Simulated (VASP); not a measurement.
# MgB2 (P6/mmm) in VASP: further runs

MgB2 is run at these levels: PBEsol; tasks: relaxation of shape and atoms at fixed volume, relaxation of cell and atoms.

Program: VASP 6.6.1. These are calculated values, not measurements. Logs are shortened: lines on timing, memory, paths and dates and some standing lists are left out, and cuts for length are marked.

### Step 1. The cell of the first run

The structure is hexagonal, space group P6/mmm (No. 191). The conventional cell has a = 3.085 Å, b = 3.085 Å, c = 3.522 Å, α = 90.00°, β = 90.00°, γ = 120.00°. Mg (site symmetry 6/mmm) has 12 B at 2.50 Å and 6 Mg at 3.08 Å within 3.3 Å. Within 2.4 Å of B (site symmetry -6m2) lie 3 B at 1.78 Å.

### Step 2. Relaxation of shape and atoms at fixed volume, PBEsol (9.67 Å³/atom)

The input, INCAR:

```
SYSTEM = MgB2
PREC = Accurate
ENCUT = 600
EDIFF = 1E-6
ISMEAR = -1
SIGMA = 0.15
LREAL = .FALSE.
LASPH = .TRUE.
NELM = 100
ALGO = Normal
ISIF = 4
LWAVE = .FALSE.
LCHARG = .FALSE.
GGA = PS
IBRION = 2
NSW = 80
EDIFFG = -0.001
```

The input, KPOINTS:

```
regular mesh
0
G
  15 15 12
  0 0 0
```

The input, POSCAR:

```
MgB2
1.0
    3.0845090231      0.0000000000      0.0000000000
   -1.5422545116      2.6712631722      0.0000000000
    0.0000000000      0.0000000000      3.5216609405
Mg B
1 2
Direct
    0.0000000000      0.0000000000      0.0000000000
    0.3333333333      0.6666666667      0.5000000000
    0.6666666667      0.3333333333      0.5000000000
```

Potentials or basis: VASP PAW PBE potentials, release 64 (Mg, B).

The run is started by

```bash
> cat potpaw_PBE.64/Mg/POTCAR potpaw_PBE.64/B/POTCAR > POTCAR
> mpirun -np 1 vasp_std > vasp.out
```

OUTCAR:

```text
SYSTEM = MgB2
   PREC = Accurate
   ENCUT = 600
   EDIFF = 1E-6
   ISMEAR = -1
   LREAL = .FALSE.
   LASPH = .TRUE.
   NELM = 100
   ISIF = 4
   GGA = PS
   IBRION = 2
   NSW = 80
   EDIFFG = -0.001

 ion  position               nearest neighbor table
   1  0.000  0.000  0.000-   2 2.50   3 2.50   2 2.50   3 2.50   3 2.50   3 2.50   2 2.50   2 2.50
                             3 2.50   3 2.50   2 2.50   2 2.50
   2  0.333  0.667  0.500-   3 1.78   3 1.78   3 1.78   1 2.50   1 2.50   1 2.50   1 2.50   1 2.50
                             1 2.50
   3  0.667  0.333  0.500-   2 1.78   2 1.78   2 1.78   1 2.50   1 2.50   1 2.50   1 2.50   1 2.50
                             1 2.50

  LATTYP: Found a hexagonal cell.
 ALAT       =     3.0845090231
 C/A-ratio  =     1.1417249598

  Lattice vectors:

 A1 = (   3.0845090231,   0.0000000000,   0.0000000000)
 A2 = (  -1.5422545116,   2.6712631722,   0.0000000000)
 A3 = (   0.0000000000,   0.0000000000,   3.5216609405)

Analysis of symmetry for initial positions (statically):
=====================================================================
 Subroutine PRICEL returns:
 Original cell was already a primitive cell.

 Routine SETGRP: Setting up the symmetry group for a
 hexagonal supercell.

 Subroutine GETGRP returns: Found 24 space group operations
 (whereof 24 operations were pure point group operations)
 out of a pool of 24 trial point group operations.

The static configuration has the point symmetry D_6h.

Analysis of symmetry for dynamics (positions and initial velocities):
=====================================================================
 Subroutine PRICEL returns:
 Original cell was already a primitive cell.

 Routine SETGRP: Setting up the symmetry group for a
 hexagonal supercell.

 Subroutine GETGRP returns: Found 24 space group operations
 (whereof 24 operations were pure point group operations)
 out of a pool of 24 trial point group operations.

The dynamic configuration has the point symmetry D_6h.

 Subroutine INISYM returns: Found 24 space group operations
 (whereof 24 operations are pure point group operations),
 and found     1 'primitive' translations

----------------------------------------------------------------------------------------

                                     Primitive cell

  volume of cell :      29.0168

  direct lattice vectors                    reciprocal lattice vectors
     3.084509023  0.000000000  0.000000000     0.324200705  0.187177364  0.000000000
    -1.542254512  2.671263172  0.000000000     0.000000000  0.374354729  0.000000000
     0.000000000  0.000000000  3.521660940     0.000000000  0.000000000  0.283956922

  length of vectors
     3.084509023  3.084509023  3.521660940     0.374354729  0.374354729  0.283956922

  position of ions in fractional coordinates (direct lattice)
     0.000000000  0.000000000  0.000000000
     0.333333333  0.666666667  0.500000000
     0.666666667  0.333333333  0.500000000

  ion indices of the primitive-cell ions
   primitive index   ion index
                 1           1
                 2           2
                 3           3

----------------------------------------------------------------------------------------

 KPOINTS: regular mesh

Automatic generation of k-mesh.
 Grid dimensions read from file:
 generate k-points for:   15   15   12

 Generating k-lattice:

  Cartesian coordinates                     Fractional coordinates (reciprocal lattice)
     0.021613380  0.012478491  0.000000000     0.066666667  0.000000000  0.000000000
     0.000000000  0.024956982  0.000000000     0.000000000  0.066666667  0.000000000
     0.000000000  0.000000000  0.023663077     0.000000000  0.000000000  0.083333333

  Length of vectors
     0.024956982  0.024956982  0.023663077

  Shift w.r.t. Gamma in fractional coordinates (k-lattice)
     0.000000000  0.000000000  0.000000000

 Subroutine IBZKPT returns following result:
 ===========================================

 Found    189 irreducible k-points:

 Following reciprocal coordinates:
            Coordinates               Weight
  0.000000  0.000000  0.000000      1.000000
  0.066667 -0.000000  0.000000      6.000000
  0.133333 -0.000000  0.000000      6.000000
  0.200000 -0.000000  0.000000      6.000000
  0.266667 -0.000000  0.000000      6.000000
  0.333333 -0.000000  0.000000      6.000000
[... 16 lines left out ...]
  0.333333  0.200000  0.000000     12.000000
  0.400000  0.200000  0.000000      6.000000
 [... further k-points ...]
   k-points           NKPTS =    189   k-points in BZ     NKDIM =    189   number of bands    NBANDS=      8
   number of dos      NEDOS =    301   number of ions     NIONS =      3
   total plane-waves  NPLWV =  21952
   dimension x,y,z NGX =    28 NGY =   28 NGZ =   28
   dimension x,y,z NGXF=    56 NGYF=   56 NGZF=   56
   ions per type =               1   2
   NGX,Y,Z   is equivalent  to a cutoff of  15.09, 15.09, 13.22 a.u.
   NGXF,Y,Z  is equivalent  to a cutoff of  30.18, 30.18, 26.44 a.u.
 SYSTEM =  MgB2
   PREC   = accura    normal or accurate (medium, high low for compatibility)
   ISTART =      0    job   : 0-new  1-cont  2-samecut
   ICHARG =      2    charge: 1-file 2-atom 10-const
   ISPIN  =      1    spin polarized calculation?
   LNONCOLLINEAR =      F non collinear calculations
   LSORBIT =      F    spin-orbit coupling
   LASPH  =      T    aspherical Exc in radial PAW
   ENCUT  =  600.0 eV  44.10 Ry    6.64 a.u.   6.16  6.16  7.03*2*pi/ulx,y,z
   NELM   =    100;   NELMIN=  2; NELMDL= -5     # of ELM steps
   EDIFF  = 0.1E-05   stopping-criterion for ELM
   LREAL  =      F    real-space projection
   EDIFFG = -.1E-02   stopping-criterion for IOM
   NSW    =     80    number of steps for IOM
   IBRION =      2    ionic relax: 0-MD 1-quasi-New 2-CG
   NFREE  =      1    steps in history (QN), initial steepest desc. (CG)
   ISIF   =      4    stress and relaxation
   ISYM   =      2    0-nonsym 1-usesym 2-fastsym
   POTIM  = 0.5000    time-step for ionic-motion
   TEBEG  =    0.0;   TEEND  =   0.0 temperature during run
   PSTRESS=    0.0 pullay stress
   NELECT =       8.0000    total number of electrons
   NUPDOWN=      -1.0000    fix difference up-down
   EMIN   =  10.00;   EMAX   =-10.00  energy-range for DOS
   EFERMI =   0.00;   METHOD = LEGACY
   ISMEAR =    -1;   SIGMA  =   0.15  broadening in eV -4-tet -1-fermi 0-gaus
   EFERMI_NEDOS =   21; number of points for ismear=-14 and -15
   IALGO  =     38    algorithm
   IMIX   =      4    mixing-type and parameters
     AMIX     =   0.40;   BMIX     =  1.00
     AMIX_MAG =   1.60;   BMIX_MAG =  1.00
  volume/ion in A,a.u.               =       9.67        65.27
  Fermi-wavevector in a.u.,A,eV,Ry     =   1.065503  2.013509 15.446653  1.135297
  Thomas-Fermi vector in A             =   2.201057
   LORBIT       =      0    0 simple, 1 ext, 2 COOP (PROOUT), +10 PAW based schemes
   GGA     = PS    functional components
   LHFCALC =     F    Hartree Fock is set to
   AEXX    =    0.0000 exact exchange contribution
   IVDW    =     0    specifies the selected vdW correction
   LEPSILON=     F    determine dielectric tensor
   LRPA    =     F    only Hartree local field effects (RPA)
 conjugate gradient relaxation of ions
 non-spin polarized calculation
  energy-cutoff  :      600.00
  volume of cell :       29.02
 maximum number of plane-waves:       986
 NGX is ok and might be reduce to    28
   NGX = 13   NGY = 13   NGZ = 15

--------------------------------------- Ionic step        1  -------------------------------------------

 number of electron       8.0000000 magnetization

 Free energy of the ion-electron system (eV)
  ---------------------------------------------------
  ext. energy  EPLUGINS =         0.00000000
  ---------------------------------------------------
  free energy    TOTEN  =       -16.24569779 eV

  energy without entropy =      -16.19544561  energy(sigma->0) =      -16.22057170

------------------------ aborting loop because EDIFF is reached ----------------------------------------

  FORCE on cell =-STRESS in cart. coord.  units (eV):
  Direction    XX          YY          ZZ          XY          YZ          ZX
  --------------------------------------------------------------------------------------
  -------------------------------------------------------------------------------------
  Total       -0.6053383     -0.6053383     -0.4254313      0.0000000      0.0000000      0.0000000
  in kB      -33.4240020    -33.4240020    -23.4903633      0.0000000      0.0000000      0.0000000
  external PRESSURE =     -30.1127891 kB  Pullay stress =       0.0000000 kB
[... 59 lines left out ...]
  energy  without entropy=      -16.1957742246  energy(sigma->0) =      -16.22083889

--------------------------------------- Ionic step        3  -------------------------------------------

 number of electron       8.0000000 magnetization

 Free energy of the ion-electron system (eV)
  ---------------------------------------------------
  ext. energy  EPLUGINS =         0.00000000
  ---------------------------------------------------
  free energy    TOTEN  =       -16.24590972 eV

  energy without entropy =      -16.19580989  energy(sigma->0) =      -16.22085980

 E-fermi :   5.2001     XC(G=0): -10.9948

 val. band max:        5.1959142792   @ k =   0.0667  -0.0000   0.0000
 cond. band min:       5.2057325458   @ k =   0.1333  -0.0000   0.3333
 fundamental gap:      0.0098182666
 Fermi energy:         5.2000568344

 k-point     1 :       0.0000    0.0000    0.0000
  band No.  band energies     occupation
      1      -7.2022      2.00000
      2       2.2347      2.00000
      3       5.5991      0.13076
      4       5.5991      0.13076
      5       6.7809      0.00005
      6      11.5208      0.00000
      7      11.5208      0.00000
      8      13.3839      0.00000
[... 243 lines left out ...]
 k-point    24 :       0.4000    0.2000    0.0000
  band No.  band energies     occupation
      1      -2.8363      2.00000
      2      -2.1782      2.00000
      3       0.7933      2.00000
      4       5.9805      0.01094
      5       7.9264      0.00000
      6      10.7831      0.00000
      7      11.1104      0.00000
      8      13.2483      0.00000

 [... further k-points ...]

------------------------ aborting loop because EDIFF is reached ----------------------------------------

  FORCE on cell =-STRESS in cart. coord.  units (eV):
  Direction    XX          YY          ZZ          XY          YZ          ZX
  --------------------------------------------------------------------------------------
  -------------------------------------------------------------------------------------
  Total       -0.5172918     -0.5172918     -0.5213560      0.0000000      0.0000000     -0.0000000
  in kB      -28.5624793    -28.5624793    -28.7868842      0.0000000      0.0000000     -0.0000000
  external PRESSURE =     -28.6372809 kB  Pullay stress =       0.0000000 kB
[... 18 lines left out ...]
  FREE ENERGIE OF THE ION-ELECTRON SYSTEM (eV)
  ---------------------------------------------------
  free  energy   TOTEN  =       -16.2459097200 eV

  energy  without entropy=      -16.1958098891  energy(sigma->0) =      -16.22085980

 reached required accuracy - stopping structural energy minimisation
```

Run time: 78 s. Hardware: 1 thread of Intel Xeon 8259CL, shared host; peak memory 0.21 GiB.

Results:

```
Free energy               : -16.2459 eV
Energy gained by relaxing : 0.1 meV/atom
Ionic steps               : 3
Pressure after relaxing   : -2.9 GPa
Band gap on the k mesh    : zero (bands 4 and 5 overlap by 3.80 eV)
```

The path:
```csv
step,energy change (eV),largest force (eV/Å),pressure (GPa),volume (Å³)
1,0.0000,0.0000,-3.01,29.02
2,-0.0002,0.0000,-2.88,29.02
3,-0.0002,0.0000,-2.86,29.02
```

Final structure:
```cif
data_structure
_symmetry_space_group_name_H-M 'P 1'
_symmetry_Int_Tables_number 1
_cell_length_a 3.0808
_cell_length_b 3.0808
_cell_length_c 3.5300
_cell_angle_alpha 90.000
_cell_angle_beta 90.000
_cell_angle_gamma 120.000
_cell_volume 29.02
loop_
_atom_site_label
_atom_site_type_symbol
_atom_site_fract_x
_atom_site_fract_y
_atom_site_fract_z
_atom_site_occupancy
Mg1 Mg 0.00000 0.00000 0.00000 1
B1 B 0.33333 0.66667 0.50000 1
B2 B 0.66667 0.33333 0.50000 1
```

Levels at points of the mesh, in eV from the Fermi level:
| k point | band 1 | band 2 | band 3 | band 4 | band 5 | band 6 | band 7 | band 8 |
| --- | --- | --- | --- | --- | --- | --- | --- | --- |
| (0.00, 0.00, 0.00) | -12.40 | -2.97 | 0.40 | 0.40 | 1.58 | 6.32 | 6.32 | 8.18 |
| (0.00, 0.00, 0.50) | -11.13 | -7.45 | 0.77 | 0.77 | 6.65 | 6.65 | 8.00 | 9.91 |

Caveat: the PAW data sets were made with another functional, which shifts forces and pressure a little.

### Step 3. Relaxation of cell and atoms, PBEsol, target pressure 15 GPa, at which the enthalpy is minimised

This run uses another cell than the first one, of 8.69 Å³/atom.

INCAR, as its differences from that of step 2:

```diff
@@ -10,3 +10,3 @@
 ALGO = Normal
-ISIF = 4
+ISIF = 3
 LWAVE = .FALSE.
@@ -17 +17,2 @@
 EDIFFG = -0.001
+PSTRESS = 150.0
```

The input, KPOINTS:

```
Automatic mesh
0
G
  18 18 12
  0 0 0
```

The input, POSCAR:

```
MgB2
1.0
    2.9953688333      0.0000000000      0.0000000000
   -1.4976844167      2.5940655034      0.0000000000
    0.0000000000      0.0000000000      3.3548637297
Mg B
1 2
Direct
    0.0000000000      0.0000000000      0.0000000000
    0.3333333333      0.6666666667      0.5000000000
    0.6666666667      0.3333333333      0.5000000000
```

Potentials or basis: VASP PAW PBE potentials, release 64 (Mg, B).

The run is started by

```bash
> cat potpaw_PBE.64/Mg/POTCAR potpaw_PBE.64/B/POTCAR > POTCAR
> mpirun -np 1 vasp_std > vasp.out
```

Run time: 1.7 min. Hardware: 1 thread of Intel Xeon 8259CL, shared host; peak memory 0.21 GiB.

Results (log left out):

```
Free energy                                                : -16.1465 eV
Relaxed volume                                             : 8.69 Å³/atom
Relaxed cell                                               : a = 2.996 Å, b = 2.996 Å, c = 3.354 Å, α = 90.00°, β = 90.00°, γ = 120.00°
Space group after relaxing (to 0.1 Å)                      : P6/mmm (No. 191)
Energy change on relaxing (the run minimises the enthalpy) : -0.3 meV/atom
Ionic steps                                                : 8
Pressure after relaxing                                    : 15.0 GPa
Band gap on the k mesh                                     : zero (bands 4 and 5 overlap by 4.26 eV)
```

Step by step:
```csv
step,energy change (eV),largest force (eV/Å),pressure (GPa),volume (Å³)
1,0.0000,0.0000,15.12,26.07
2,-0.0023,0.0000,14.89,26.09
3,-0.0016,0.0000,14.97,26.08
4,-0.0015,0.0000,14.97,26.08
5,-0.0011,0.0000,14.99,26.08
6,-0.0007,0.0000,15.02,26.07
7,-0.0008,0.0000,15.02,26.08
8,-0.0010,0.0000,15.01,26.08
```

Final structure:
```yaml
crystal:
  lattice:
    - [2.99648, 0.00000, 0.00000]
    - [-1.49824, 2.59503, 0.00000]
    - [0.00000, 0.00000, 3.35368]
  atoms:
    - { symbol: Mg, position: [0.00000, 0.00000, 0.00000] }
    - { symbol: B, position: [0.33333, 0.66667, 0.50000] }
    - { symbol: B, position: [0.66667, 0.33333, 0.50000] }
```

Levels at points of the mesh, in eV from the Fermi level:
| k point | band 1 | band 2 | band 3 | band 4 | band 5 | band 6 | band 7 | band 8 |
| --- | --- | --- | --- | --- | --- | --- | --- | --- |
| (0.00, 0.00, 0.00) | -13.03 | -2.91 | 0.36 | 0.36 | 2.24 | 6.56 | 6.56 | 8.97 |
| (0.50, 0.00, 0.00) | -8.87 | -8.31 | -2.36 | 0.33 | 3.48 | 3.96 | 6.13 | 8.35 |
| (0.00, 0.00, 0.50) | -11.52 | -7.90 | 0.83 | 0.83 | 6.86 | 6.86 | 8.38 | 11.32 |
| (0.50, 0.00, 0.50) | -7.71 | -7.25 | -3.86 | -2.03 | -1.40 | 6.29 | 9.47 | 9.65 |

Caveat: the cell is relaxed towards a set pressure, so the run minimises the enthalpy, not the energy; the PAW data sets were made with another functional, which shifts forces and pressure a little.

The gap in the log of VASP goes by the Fermi energy; the results here count the filled bands.